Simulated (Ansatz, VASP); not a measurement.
# Cu: VASP beside Ansatz

```
Cu
1.0
     0.00000    2.17018    1.29690
     2.17018    0.00000    1.29690
     2.17018    2.17018    0.00000
Cu
1
Direct
  0.00000 0.00000 0.00000
```

Alike in both runs: task single point; functional PBEsol; k mesh 24 × 24 × 24; occupations gaussian, width 0.15 eV; no spin polarisation.

|  | VASP | Ansatz |
| --- | --- | --- |
| version | VASP 6.6.1 | Ansatz 0.2.0 |
| potentials or method | VASP PAW PBE potentials, release 64 (Cu), cutoff 520 eV | scalar-relativistic, plane waves, PAW |
| valence electrons in the cell | 11 | 19 |

|  | VASP | Ansatz | Ansatz less VASP |
| --- | --- | --- | --- |
| gap on the k mesh at the Fermi level (eV) | none | none | - |
| pressure (GPa) | -8.2 | -9.2 | -1.05 |
| traceless stress, the component that is largest in VASP (GPa) | 2.51 | 2.52 | +0.005 |

VASP's potentials were made for PBE, not for PBEsol, and Ansatz warns of the same on its side. A gap of «none» marks a metal or a gap that the smearing closes. VASP's potentials hold 11 valence electrons a cell and Ansatz's 19, so a difference there can come from the potentials and not from the codes.
